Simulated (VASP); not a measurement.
Write the native input for VASP 6.6.1 that does the following.

| Property | Result |
| --- | --- |
| Task | single point |
| Functional | PBE |
| Potentials or basis | VASP PAW PBE potentials, release 64 (Si, Ti_sv) |
| Cutoff | 520 eV |
| k mesh | 2 × 2 × 2 |
| Occupations | fermi-dirac, width 0.02 eV |
| Spin | no spin polarisation |
| Dipole correction | no |
| Further INCAR settings | LREAL = Auto; ALGO = Normal; EDIFF = 1e-06; NBANDS = 52 |

The structure of TiSi16 (a cell with a defect) lies in POSCAR:

```
TiSi16
1.0
    0.0000000000      5.4300000000      5.4300000000
    5.4300000000      0.0000000000      5.4300000000
    5.4300000000      5.4300000000      0.0000000000
Si Ti
16 1
Direct
    0.0449239411     -0.0156692449     -0.0147331492
    0.1365648250      0.1239756906      0.1247740331
   -0.0096709945      0.0127798343      0.4983503683
    0.1366660221      0.1239336096      0.6144383978
   -0.0095203499      0.4974755985      0.0135435543
    0.1365301105      0.6136538674      0.1247927256
   -0.0094820442      0.4974540516      0.4982910681
    0.0826932781      0.6383999079      0.6393813076
    0.5089882136      0.0086626151      0.0081950276
    0.6724343462      0.1091965930      0.1088814917
    0.5090371087      0.0086717311      0.4734787293
    0.6161855433      0.1569649171      0.6131411602
    0.5091901473      0.4741299263      0.0080363720
    0.6161976980      0.6136372928      0.1563767035
    0.4537068140      0.5156860037      0.5150020258
    0.6162904236      0.6135766114      0.6131618785
    0.6572302947      0.7811207182      0.7805052486
```

One way to write it, as run:

INCAR

```
SYSTEM = TiSi16
PREC = Accurate ; ENCUT = 520
EDIFF = 1E-6 ; ISMEAR = -1
SIGMA = 0.02 ; LREAL = Auto
LASPH = .True. ; NELM = 60
ALGO = Normal ; ISIF = 2
LWAVE = .False. ; LCHARG = .False.
GGA = PE ; NBANDS = 52
```

KPOINTS

```
Automatic mesh
0
Gamma
  2 2 2
  0 0 0
```

Potentials or basis: VASP PAW PBE potentials, release 64 (Si, Ti_sv).

The run is started by

```sh
$ cat potpaw_PBE.64/Si/POTCAR potpaw_PBE.64/Ti_sv/POTCAR > POTCAR
$ mpirun -np 1 vasp_std > vasp.out
```

It gave:

```yaml
Pressure: 4.4 GPa
Largest_force: 2.089 eV/Å
Band_gap_on_the_k_mesh: zero (band 38 reaches 6.93 eV, above the bottom of band 39 at 6.62 eV)
```

Caveat: the k points lie up to 0.50 Å⁻¹ apart.

Wall time 2.9 min on 1 thread of Intel(R) Xeon(R) 6975P-C (Granite Rapids), with other jobs on the host, peak memory 0.49 GiB.
